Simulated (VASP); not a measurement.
# NaI (Fm-3m) in VASP: a series of runs

NaI is run at these levels: LDA, PBE; tasks: single point.

All numbers are computed with VASP 6.6.1; they aren't measurements. Logs are shortened: lines on timing, memory, paths and dates and some standing lists are left out, and cuts for length are marked.

### 1 The cell of the first run

Symmetry: Fm-3m, No. 225, cubic system. Conventional cell: a = 6.558 Å, b = 6.558 Å, c = 6.558 Å, α = 90.00°, β = 90.00°, γ = 90.00°. I (site symmetry m-3m) has 6 Na at 3.28 Å within 4.3 Å. Within 4.3 Å of Na (site symmetry m-3m) lie 6 I at 3.28 Å.

### 2 Single point, LDA

INCAR reads:

```
SYSTEM = NaI
PREC = Accurate
ENCUT = 520
EDIFF = 1E-6
ISMEAR = -1
SIGMA = 0.05
LREAL = .FALSE.
LASPH = .TRUE.
NELM = 60
ALGO = Normal
ISIF = 2
LWAVE = .FALSE.
LCHARG = .FALSE.
GGA = CA
NBANDS = 14
```

KPOINTS reads:

```
Automatic mesh
0
G
  6 6 6
  0 0 0
```

POSCAR reads:

```
NaI
1.0
    0.0000000000      3.2789890945      3.2789890945
    3.2789890945      0.0000000000      3.2789890945
    3.2789890945      3.2789890945      0.0000000000
I Na
1 1
Direct
    0.5000000000      0.5000000000      0.5000000000
    0.0000000000      0.0000000000      0.0000000000
```

Potentials or basis: VASP PAW LDA potentials, release 64 (I, Na_pv).

Command:

```
> cat potpaw_LDA.64/I/POTCAR potpaw_LDA.64/Na_pv/POTCAR > POTCAR
> mpirun -np 1 vasp_std > vasp.out
```

OUTCAR:

```text
SYSTEM = NaI
   PREC = Accurate
   ENCUT = 520
   EDIFF = 1E-6
   ISMEAR = -1
   LREAL = .FALSE.
   LASPH = .TRUE.
   NELM = 60
   ISIF = 2
   GGA = CA

 ion  position               nearest neighbor table
   1  0.500  0.500  0.500-
   2  0.000  0.000  0.000-

  LATTYP: Found a face centered cubic cell.
 ALAT       =     6.5579781890

  Lattice vectors:

 A1 = (   0.0000000000,   3.2789890945,   3.2789890945)
 A2 = (   3.2789890945,   0.0000000000,   3.2789890945)
 A3 = (   3.2789890945,   3.2789890945,   0.0000000000)

Analysis of symmetry for initial positions (statically):
=====================================================================
 Subroutine PRICEL returns:
 Original cell was already a primitive cell.

 Routine SETGRP: Setting up the symmetry group for a
 face centered cubic supercell.

 Subroutine GETGRP returns: Found 48 space group operations
 (whereof 48 operations were pure point group operations)
 out of a pool of 48 trial point group operations.

The static configuration has the point symmetry O_h .

Analysis of symmetry for dynamics (positions and initial velocities):
=====================================================================
 Subroutine PRICEL returns:
 Original cell was already a primitive cell.

 Routine SETGRP: Setting up the symmetry group for a
 face centered cubic supercell.

 Subroutine GETGRP returns: Found 48 space group operations
 (whereof 48 operations were pure point group operations)
 out of a pool of 48 trial point group operations.

The dynamic configuration has the point symmetry O_h .

 Subroutine INISYM returns: Found 48 space group operations
 (whereof 48 operations are pure point group operations),
 and found     1 'primitive' translations

----------------------------------------------------------------------------------------

                                     Primitive cell

  volume of cell :      70.5099

  direct lattice vectors                    reciprocal lattice vectors
     0.000000000  3.278989094  3.278989094    -0.152486021  0.152486021  0.152486021
     3.278989094  0.000000000  3.278989094     0.152486021 -0.152486021  0.152486021
     3.278989094  3.278989094  0.000000000     0.152486021  0.152486021 -0.152486021

  length of vectors
     4.637190848  4.637190848  4.637190848     0.264113536  0.264113536  0.264113536

  position of ions in fractional coordinates (direct lattice)
     0.500000000  0.500000000  0.500000000
     0.000000000  0.000000000  0.000000000

  ion indices of the primitive-cell ions
   primitive index   ion index
                 1           1
                 2           2

----------------------------------------------------------------------------------------

 KPOINTS: Automatic mesh

Automatic generation of k-mesh.
 Grid dimensions read from file:
 generate k-points for:    6    6    6

 Generating k-lattice:

  Cartesian coordinates                     Fractional coordinates (reciprocal lattice)
    -0.025414337  0.025414337  0.025414337     0.166666667  0.000000000  0.000000000
     0.025414337 -0.025414337  0.025414337     0.000000000  0.166666667  0.000000000
     0.025414337  0.025414337 -0.025414337     0.000000000  0.000000000  0.166666667

  Length of vectors
     0.044018923  0.044018923  0.044018923

  Shift w.r.t. Gamma in fractional coordinates (k-lattice)
     0.000000000  0.000000000  0.000000000

 Subroutine IBZKPT returns following result:
 ===========================================

 Found     16 irreducible k-points:

 Following reciprocal coordinates:
            Coordinates               Weight
  0.000000  0.000000  0.000000      1.000000
  0.166667  0.000000  0.000000      8.000000
  0.333333  0.000000  0.000000      8.000000
  0.500000  0.000000  0.000000      4.000000
  0.166667  0.166667  0.000000      6.000000
  0.333333  0.166667  0.000000     24.000000
[... 8 lines left out ...]
 -0.333333  0.333333  0.166667     24.000000
 -0.333333  0.500000  0.166667     12.000000
   k-points           NKPTS =     16   k-points in BZ     NKDIM =     16   number of bands    NBANDS=     14
   number of dos      NEDOS =    301   number of ions     NIONS =      2
   total plane-waves  NPLWV =  46656
   dimension x,y,z NGX =    36 NGY =   36 NGZ =   36
   dimension x,y,z NGXF=    72 NGYF=   72 NGZF=   72
   ions per type =               1   1
   NGX,Y,Z   is equivalent  to a cutoff of  12.91, 12.91, 12.91 a.u.
   NGXF,Y,Z  is equivalent  to a cutoff of  25.81, 25.81, 25.81 a.u.
 SYSTEM =  NaI
   PREC   = accura    normal or accurate (medium, high low for compatibility)
   ISTART =      0    job   : 0-new  1-cont  2-samecut
   ICHARG =      2    charge: 1-file 2-atom 10-const
   ISPIN  =      1    spin polarized calculation?
   LNONCOLLINEAR =      F non collinear calculations
   LSORBIT =      F    spin-orbit coupling
   LASPH  =      T    aspherical Exc in radial PAW
   ENCUT  =  520.0 eV  38.22 Ry    6.18 a.u.   8.62  8.62  8.62*2*pi/ulx,y,z
   NELM   =     60;   NELMIN=  2; NELMDL= -5     # of ELM steps
   EDIFF  = 0.1E-05   stopping-criterion for ELM
   LREAL  =      F    real-space projection
   EDIFFG = 0.1E-04   stopping-criterion for IOM
   NSW    =      0    number of steps for IOM
   IBRION =     -1    ionic relax: 0-MD 1-quasi-New 2-CG
   NFREE  =      0    steps in history (QN), initial steepest desc. (CG)
   ISIF   =      2    stress and relaxation
   ISYM   =      2    0-nonsym 1-usesym 2-fastsym
   POTIM  = 0.5000    time-step for ionic-motion
   TEBEG  =    0.0;   TEEND  =   0.0 temperature during run
   PSTRESS=    0.0 pullay stress
   NELECT =      14.0000    total number of electrons
   NUPDOWN=      -1.0000    fix difference up-down
   EMIN   =  10.00;   EMAX   =-10.00  energy-range for DOS
   EFERMI =   0.00;   METHOD = LEGACY
   ISMEAR =    -1;   SIGMA  =   0.05  broadening in eV -4-tet -1-fermi 0-gaus
   EFERMI_NEDOS =   21; number of points for ismear=-14 and -15
   IALGO  =     38    algorithm
   IMIX   =      4    mixing-type and parameters
     AMIX     =   0.40;   BMIX     =  1.00
     AMIX_MAG =   1.60;   BMIX_MAG =  1.00
  volume/ion in A,a.u.               =      35.25       237.91
  Fermi-wavevector in a.u.,A,eV,Ry     =   0.955068  1.804816 12.410616  0.912155
  Thomas-Fermi vector in A             =   2.083872
   LORBIT       =      0    0 simple, 1 ext, 2 COOP (PROOUT), +10 PAW based schemes
   GGA     = CA    functional components
   LHFCALC =     F    Hartree Fock is set to
   AEXX    =    0.0000 exact exchange contribution
   IVDW    =     0    specifies the selected vdW correction
   LEPSILON=     F    determine dielectric tensor
   LRPA    =     F    only Hartree local field effects (RPA)
 non-spin polarized calculation
  energy-cutoff  :      520.00
  volume of cell :       70.51
 maximum number of plane-waves:      1917
 NGX is ok and might be reduce to    36
   NGX = 17   NGY = 17   NGZ = 17

 number of electron      13.9999992 magnetization

 Free energy of the ion-electron system (eV)
  ---------------------------------------------------
  ext. energy  EPLUGINS =         0.00000000
  ---------------------------------------------------
  free energy    TOTEN  =        -5.95047206 eV

  energy without entropy =       -5.95047206  energy(sigma->0) =       -5.95047206

 E-fermi :   1.4753     XC(G=0):  -7.9444

 val. band max:        0.3519125867   @ k =   0.0000   0.0000   0.0000
 cond. band min:       3.5988193386   @ k =   0.0000   0.0000   0.0000
 fundamental gap:      3.2469067518
 Fermi energy:         1.4752708821

 k-point     1 :       0.0000    0.0000    0.0000
  band No.  band energies     occupation
      1     -22.0818      2.00000
      2     -22.0818      2.00000
      3     -22.0818      2.00000
      4     -10.6356      2.00000
      5       0.3519      2.00000
      6       0.3519      2.00000
      7       0.3519      2.00000
      8       3.5988      0.00000
      9       8.1429      0.00000
     10       8.1429      0.00000
     11       8.1429      0.00000
     12       9.9509      0.00000
     13       9.9509      0.00000
     14      10.5069      0.00000

 k-point     2 :       0.1667    0.0000    0.0000
  band No.  band energies     occupation
      1     -22.0829      2.00000
      2     -22.0819      2.00000
      3     -22.0819      2.00000
      4     -10.5691      2.00000
      5      -0.3714      2.00000
      6       0.2816      2.00000
      7       0.2816      2.00000
      8       4.4155      0.00000
      9       7.6130      0.00000
     10       8.3079      0.00000
     11       8.3079      0.00000
     12       9.3887      0.00000
     13       9.3887      0.00000
     14      10.7451      0.00000

 k-point     3 :       0.3333    0.0000    0.0000
  band No.  band energies     occupation
      1     -22.0852      2.00000
      2     -22.0820      2.00000
      3     -22.0820      2.00000
      4     -10.4288      2.00000
      5      -1.3605      2.00000
      6       0.1499      2.00000
      7       0.1499      2.00000
      8       5.1575      0.00000
      9       7.8511      0.00000
     10       7.8511      0.00000
     11       7.9503      0.00000
     12      10.1209      0.00000
     13      10.4215      0.00000
     14      10.4215      0.00000
[... 188 lines left out ...]
 k-point    15 :      -0.3333    0.3333    0.1667
  band No.  band energies     occupation
      1     -22.0850      2.00000
      2     -22.0837      2.00000
      3     -22.0828      2.00000
      4     -10.2975      2.00000
      5      -1.3053      2.00000
      6      -0.7721      2.00000
      7      -0.2657      2.00000
      8       6.0916      0.00000
      9       6.7354      0.00000
     10       7.9516      0.00000
     11       8.5686      0.00000
     12      10.4728      0.00000
     13      11.6582      0.00000
     14      13.0435      0.00000

 k-point    16 :      -0.3333    0.5000    0.1667
  band No.  band energies     occupation
      1     -22.0848      2.00000
      2     -22.0838      2.00000
      3     -22.0834      2.00000
      4     -10.2798      2.00000
      5      -1.2526      2.00000
      6      -0.7072      2.00000
      7      -0.5030      2.00000
      8       5.4279      0.00000
      9       6.6870      0.00000
     10       8.5971      0.00000
     11       8.6355      0.00000
     12      11.4568      0.00000
     13      12.4024      0.00000
     14      12.6326      0.00000

------------------------ aborting loop because EDIFF is reached ----------------------------------------

  FORCE on cell =-STRESS in cart. coord.  units (eV):
  Direction    XX          YY          ZZ          XY          YZ          ZX
  --------------------------------------------------------------------------------------
  -------------------------------------------------------------------------------------
  Total       -0.9040317     -0.9040317     -0.9040317     -0.0000000      0.0000000      0.0000000
  in kB      -20.5420762    -20.5420762    -20.5420762     -0.0000000      0.0000000      0.0000000
  external PRESSURE =     -20.5420762 kB  Pullay stress =       0.0000000 kB

 VOLUME and BASIS-vectors are now :
 -----------------------------------------------------------------------------
  energy-cutoff  :      520.00
  volume of cell :       70.51
      direct lattice vectors                 reciprocal lattice vectors
     0.000000000  3.278989094  3.278989094    -0.152486021  0.152486021  0.152486021
     3.278989094  0.000000000  3.278989094     0.152486021 -0.152486021  0.152486021
     3.278989094  3.278989094  0.000000000     0.152486021  0.152486021 -0.152486021

 POSITION                                       TOTAL-FORCE (eV/Angst)
 -----------------------------------------------------------------------------------
      3.27899      3.27899      3.27899         0.000000     -0.000000     -0.000000
      0.00000      0.00000      0.00000        -0.000000      0.000000      0.000000
 -----------------------------------------------------------------------------------
    total drift:                                0.000000      0.000000      0.000000

  FREE ENERGIE OF THE ION-ELECTRON SYSTEM (eV)
  ---------------------------------------------------
  free  energy   TOTEN  =        -5.9504720607 eV

  energy  without entropy=       -5.9504720607  energy(sigma->0) =       -5.95047206
```

Run time: 15 s. Hardware: 1 thread of Intel Xeon 6975P-C, shared host; peak memory 0.17 GiB.

What came out:

| Quantity | Value |
| --- | --- |
| Free energy | -5.9505 eV |
| Pressure | -2.1 GPa |
| Band gap on the k mesh | 3.25 eV, direct |

Caveat: spin-orbit coupling is left out, which moves the levels of the heavy elements.

### 3 Single point, LDA

This run uses another cell than the first one, of 35.93 Å³/atom, 1.019 times its volume.

INCAR reads:

```
PREC = Accurate
ENCUT = 520
EDIFF = 1E-7
ISMEAR = -1
SIGMA = 0.05
LREAL = F
LASPH = T
NELM = 80
ALGO = Normal
ISIF = 2
LWAVE = F
LCHARG = F
GGA = CA
NBANDS = 14
```

KPOINTS reads:

```
Automatic mesh
0
Gamma
  6 6 6
```

POSCAR reads:

```
NaI
1.0
    0.0000000000      3.2998749385      3.2998749385
    3.2998749385      0.0000000000      3.2998749385
    3.2998749385      3.2998749385      0.0000000000
I Na
1 1
Direct
    0.5000000000      0.5000000000      0.5000000000
    0.0000000000      0.0000000000      0.0000000000
```

Potentials or basis: VASP PAW LDA potentials, release 64 (I, Na_pv).

Command:

```
> cat potpaw_LDA.64/I/POTCAR potpaw_LDA.64/Na_pv/POTCAR > POTCAR
> mpirun -np 1 vasp_std > vasp.out
```

OUTCAR:

```text
PREC = Accurate
   ENCUT = 520
   EDIFF = 1E-7
   ISMEAR = -1
   LREAL = F
   LASPH = T
   NELM = 80
   ISIF = 2
   GGA = CA

 ion  position               nearest neighbor table
   1  0.500  0.500  0.500-
   2  0.000  0.000  0.000-

  LATTYP: Found a face centered cubic cell.
 ALAT       =     6.5997498770

  Lattice vectors:

[... 443 lines left out ...]
     12      11.2223      0.00000
     13      12.1836      0.00000
     14      12.4012      0.00000

------------------------ aborting loop because EDIFF is reached ----------------------------------------

  FORCE on cell =-STRESS in cart. coord.  units (eV):
  Direction    XX          YY          ZZ          XY          YZ          ZX
  --------------------------------------------------------------------------------------
  -------------------------------------------------------------------------------------
  Total       -1.0009934     -1.0009934     -1.0009934      0.0000000      0.0000000      0.0000000
  in kB      -22.3161543    -22.3161543    -22.3161543      0.0000000      0.0000000      0.0000000
  external PRESSURE =     -22.3161543 kB  Pullay stress =       0.0000000 kB

 VOLUME and BASIS-vectors are now :
 -----------------------------------------------------------------------------
  energy-cutoff  :      520.00
  volume of cell :       71.87
      direct lattice vectors                 reciprocal lattice vectors
     0.000000000  3.299874938  3.299874938    -0.151520894  0.151520894  0.151520894
     3.299874938  0.000000000  3.299874938     0.151520894 -0.151520894  0.151520894
     3.299874938  3.299874938  0.000000000     0.151520894  0.151520894 -0.151520894

 POSITION                                       TOTAL-FORCE (eV/Angst)
 -----------------------------------------------------------------------------------
      3.29987      3.29987      3.29987         0.000000     -0.000000     -0.000000
      0.00000      0.00000      0.00000        -0.000000      0.000000      0.000000
 -----------------------------------------------------------------------------------
    total drift:                                0.000000      0.000000      0.000000

  FREE ENERGIE OF THE ION-ELECTRON SYSTEM (eV)
  ---------------------------------------------------
  free  energy   TOTEN  =        -5.9323112082 eV

  energy  without entropy=       -5.9323112081  energy(sigma->0) =       -5.93231121
```

It took 14 s on 1 thread of Intel Xeon 6975P-C, shared host; peak memory 0.17 GiB.

What came out:

* Free energy: -5.9323 eV
* Pressure: -2.2 GPa
* Band gap on the k mesh: 3.20 eV, direct

Caveat: spin-orbit coupling is left out, which moves the levels of the heavy elements. As with any semilocal functional, this LDA gap is likely too small.

### 4 Single point, PBE

This run uses another cell than the first one, of 33.90 Å³/atom, 0.962 times its volume.

INCAR reads:

```
SYSTEM = NaI
PREC = Accurate
ENCUT = 520
EDIFF = 1E-6
ISMEAR = 0
SIGMA = 0.01
LREAL = .False.
LASPH = .True.
NELM = 60
ALGO = Normal
ISIF = 2
LWAVE = .False.
LCHARG = .False.
GGA = PE
NBANDS = 14
```

KPOINTS reads:

```
Automatic mesh
0
Gamma
  4 4 4
  0 0 0
```

POSCAR reads:

```
NaI
1.0
    0.0000000000      3.2364000000      3.2364000000
    3.2364000000      0.0000000000      3.2364000000
    3.2364000000      3.2364000000      0.0000000000
I Na
1 1
Direct
    0.5000000000      0.5000000000      0.5000000000
    0.0000000000      0.0000000000      0.0000000000
```

Potentials or basis: VASP PAW PBE potentials, release 64 (I, Na_pv).

Command:

```
> cat potpaw_PBE.64/I/POTCAR potpaw_PBE.64/Na_pv/POTCAR > POTCAR
> mpirun -np 1 vasp_std > vasp.out
```

Run time: 8.7 s. Hardware: 1 thread of AMD EPYC 9R14 (Zen 4), shared host; peak memory 0.17 GiB.

Results (log left out):

```
Free energy            : -5.3794 eV
Pressure               : 0.5 GPa
Band gap on the k mesh : 3.64 eV, direct
```

Levels at points of the mesh, in eV from the valence-band top:
```tsv
k point	band 5	band 6	band 7	band 8	band 9	band 10
(0.00, 0.00, 0.00)	0.00	0.00	0.00	3.64	7.93	7.93
(0.50, 0.00, 0.00)	-2.18	-0.28	-0.28	5.09	7.44	7.44
(0.50, 0.50, 0.00)	-1.90	-0.74	-0.74	4.49	5.55	9.87
```

Caveat: the k points lie up to 0.42 Å⁻¹ apart; spin-orbit coupling is left out, which moves the levels of the heavy elements. As with any semilocal functional, this PBE gap is likely too small.

(Continued in part 2 of 2.)
